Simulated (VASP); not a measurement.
Re, 1 atom in the cell. It takes space group Im-3m (No. 229, cubic). The conventional cell has a = 2.854 Å, b = 2.854 Å, c = 2.854 Å, α = 90.00°, β = 90.00°, γ = 90.00°. Within 3.3 Å of Re (site symmetry m-3m) lie 14 Re at 2.47 to 2.85 Å. 

| Quantity | Value |
| --- | --- |
| Program | VASP 6.6.1 |
| Task | single point |
| Functional | LDA |
| Potentials or basis | VASP PAW LDA potentials, release 64 (Re) |
| Cutoff | 520 eV |
| k mesh | 19 × 19 × 19 |
| Occupations | fermi-dirac, width 0.08 eV |
| Spin | no spin polarisation |
| Dipole correction | no |
| Further INCAR settings | ALGO = Normal; EDIFF = 1e-06; NBANDS = 10 |

Potentials or basis: VASP PAW LDA potentials, release 64 (Re).

The run is started by

```console
$ cat potpaw_LDA.64/Re/POTCAR > POTCAR
$ mpirun -np 1 vasp_std > vasp.out
```

Hardware: 1 thread of Intel(R) Xeon(R) Platinum 8259CL CPU @ 2.50GHz (Skylake/Cascade Lake) (shared host).

Task: Estimate the wall time of this run.

Result: Wall time 19 s on 1 thread of Intel(R) Xeon(R) Platinum 8259CL CPU @ 2.50GHz (Skylake/Cascade Lake), on a shared host, peak memory 0.14 GiB. Counts: scf iterations 11, k points 220.
